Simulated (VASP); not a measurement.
The system is MgS.

```
CELL_PARAMETERS angstrom
0.00000 2.56692 2.56692
2.56692 0.00000 2.56692
2.56692 2.56692 0.00000
ATOMIC_POSITIONS crystal
Mg 0.00000 0.00000 0.00000
S 0.50000 0.50000 0.50000
```

This cell differs from its parent crystal: strain -1.3%.

Base run:

| Property | Result |
| --- | --- |
| Program | VASP 6.6.1 |
| Functional | r2SCAN |
| Potentials or basis | VASP PAW PBE potentials, release 64 (Mg, S) |
| Cutoff | 520 eV |
| k mesh | 8 × 8 × 8 |
| Occupations | gaussian, width 0.01 eV |
| Spin | no spin polarisation |

Its results: band gap on the k mesh 3.52 eV (least direct gap 4.96 eV); pressure 3.0 GPa.

**Question.** The run is repeated on the same cell with these changes: functional from r2SCAN to PBE; occupations from gaussian, width 0.01 eV to fermi-dirac, width 0.02 eV. What comes out?

**Answer.** Band gap on the k mesh 2.86 eV (least direct gap 4.04 eV); pressure 4.3 GPa.

Caveats: the PAW data sets were made with another functional, which shifts forces and pressure a little (at least some runs); the cell stands under pressure (at least some runs).

A k mesh can miss the band edges.
